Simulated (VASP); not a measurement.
Write the native input for VASP 6.6.1 that does the following.

| Property | Result |
| --- | --- |
| Task | relaxation of the atoms |
| Functional | PBEsol |
| Potentials or basis | VASP PAW PBE potentials, release 64 (Ru_pv) |
| Cutoff | 520 eV |
| k mesh | 12 × 12 × 1 |
| Occupations | gaussian, width 0.1 eV |
| Spin | no spin polarisation |
| Dipole correction | yes |
| Atoms held fixed (from 0) | [0, 1] |
| Further INCAR settings | ALGO = Normal; EDIFF = 1e-06; IBRION = 2; EDIFFG = -0.03; NSW = 90 |

The structure of Ru lies in POSCAR:

```
Ru
1.0
    2.6649775421      0.0000000000      0.0000000000
   -1.3324887710      2.3079382519      0.0000000000
    0.0000000000      0.0000000000     23.5278351540
Ru
4
Selective dynamics
Direct
    0.6666666667      0.3333333333      0.3612742075  F F F
    0.3333333333      0.6666666667      0.4537580692  F F F
    0.0000000000      0.0000000000      0.5462419308  T T T
    0.6666666667      0.3333333333      0.6387257925  T T T
```

The input as run:

INCAR

```
ALGO = Normal
DIPOL = 0.5 0.5 0.500
EDIFF = 1E-6
EDIFFG = -0.03
ENCUT = 520
GGA = PS
IBRION = 2
IDIPOL = 3
ISIF = 2
ISMEAR = 0
LASPH = T
LCHARG = F
LDIPOL = T
LREAL = F
LWAVE = F
NELM = 80
NSW = 90
PREC = Accurate
SIGMA = 0.1
```

KPOINTS

```
k-points
0
Gamma
  12 12 1
```

Potentials or basis: VASP PAW PBE potentials, release 64 (Ru_pv).

The run is started by

```sh
$ cat potpaw_PBE.64/Ru_pv/POTCAR > POTCAR
$ mpirun -np 1 vasp_std > vasp.out
```

Results of the run:

The energy gained by relaxing is 7.4 meV/atom, the ionic steps are 6 and the band gap on the k mesh is zero (band 28 reaches 3.00 eV, above the bottom of band 29 at 0.45 eV).

Wall time 13 min on 1 thread of AMD EPYC 7R13, with other jobs on the host, peak memory 0.26 GiB.
